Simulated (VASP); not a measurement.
A run of VASP 6.6.1 is set up as follows.

Contents of INCAR:

```
SYSTEM = NaCl
ALGO = Normal ; EDIFF = 1E-6
ENCUT = 520 ; GGA = PS
ISIF = 2 ; ISMEAR = -1
LASPH = .True. ; LCHARG = .True.
LELF = .True. ; LREAL = .False.
LVHAR = .True. ; LWAVE = .False.
NBANDS = 14 ; NELM = 80
PREC = Accurate ; SIGMA = 0.03
```

KPOINTS

```
k-points
0
Gamma
  9 9 9
  0 0 0
```

The input POSCAR:

```
NaCl
1.0
    2.8504347112      0.0000000000      0.0000000000
    0.0000000000      2.8504347112      0.0000000000
    0.0000000000      0.0000000000      2.8504347112
Na Cl
1 1
Direct
    0.0000000000      0.0000000000      0.0000000000
    0.5000000000      0.5000000000      0.5000000000
```

Potentials or basis: VASP PAW PBE potentials, release 64 (Na_pv, Cl).

Command:

```console
$ cat potpaw_PBE.64/Na_pv/POTCAR potpaw_PBE.64/Cl/POTCAR > POTCAR
$ mpirun -np 1 vasp_std > vasp.out
```

(1) What does it give for the pressure?

(2) Estimate the band gap on the k mesh.

Answers

(1) 62.6 GPa.

(2) 4.52 eV, direct.

Caveat: the PAW data sets were made with another functional, which shifts forces and pressure a little.
